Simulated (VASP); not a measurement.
Wanted: the native input for a VASP 6.6.1 run.

```
Task                               : single point
Functional                         : HF
Potentials or basis                : VASP PAW PBE potentials, release 64 (Al, N)
Cutoff                             : 520 eV
k mesh                             : 5 × 5 × 5
Occupations                        : fermi-dirac, width 0.05 eV
Spin                               : no spin polarisation
Dipole correction                  : no
Grid for exact exchange (PRECFOCK) : Normal
Further INCAR settings             : ALGO = Normal; EDIFF = 1e-06; NBANDS = 11
```

AlN:

```xyz
2
Lattice="0.0000 2.2127 2.2127 2.2127 0.0000 2.2127 2.2127 2.2127 0.0000" Properties=species:S:1:pos:R:3 pbc="T T T"
Al    0.0000    0.0000    0.0000
N     1.1064    1.1064    1.1064
```

One way to write it, as run:

POSCAR

```
AlN
1.0
    0.0000000000      2.2127336128      2.2127336128
    2.2127336128      0.0000000000      2.2127336128
    2.2127336128      2.2127336128      0.0000000000
Al N
1 1
Direct
    0.0000000000      0.0000000000      0.0000000000
    0.2500000000      0.2500000000      0.2500000000
```

INCAR.step1

```
PREC = Accurate ; ENCUT = 520
EDIFF = 1E-5 ; ISMEAR = -1
SIGMA = 0.05 ; LREAL = False
LASPH = True ; NELM = 60
ALGO = Normal ; ISIF = 2
LWAVE = True ; LCHARG = False
GGA = PE ; NBANDS = 11
```

INCAR.step2

```
PREC = Accurate ; ENCUT = 520
EDIFF = 1E-6 ; ISMEAR = -1
SIGMA = 0.05 ; LREAL = False
LASPH = True ; NELM = 60
ALGO = Normal ; ISIF = 2
LWAVE = False ; LCHARG = False
GGA = PE ; LHFCALC = True
AEXX = 1.0 ; ALDAC = 0.0
AGGAC = 0.0 ; PRECFOCK = Normal
ISTART = 1 ; NBANDS = 11
```

KPOINTS

```
Automatic mesh
0
Gamma
  5 5 5
```

Potentials or basis: VASP PAW PBE potentials, release 64 (Al, N).

Launch:

```bash
$ cat potpaw_PBE.64/Al/POTCAR potpaw_PBE.64/N/POTCAR > POTCAR
$ cp INCAR.step1 INCAR
$ mpirun -np 1 vasp_std > vasp.out
$ cp INCAR.step2 INCAR
$ mpirun -np 1 vasp_std > vasp.out
```

It gave:

The pressure is -9.7 GPa and the band gap on the k mesh is 11.89 eV, direct.

Caveat: the k points lie up to 0.49 Å⁻¹ apart; the PAW data sets were made with another functional, which shifts forces and pressure a little.

Wall time 83 s on 1 thread of Intel(R) Xeon(R) 6975P-C (Granite Rapids) (shared host), peak memory 0.13 GiB.
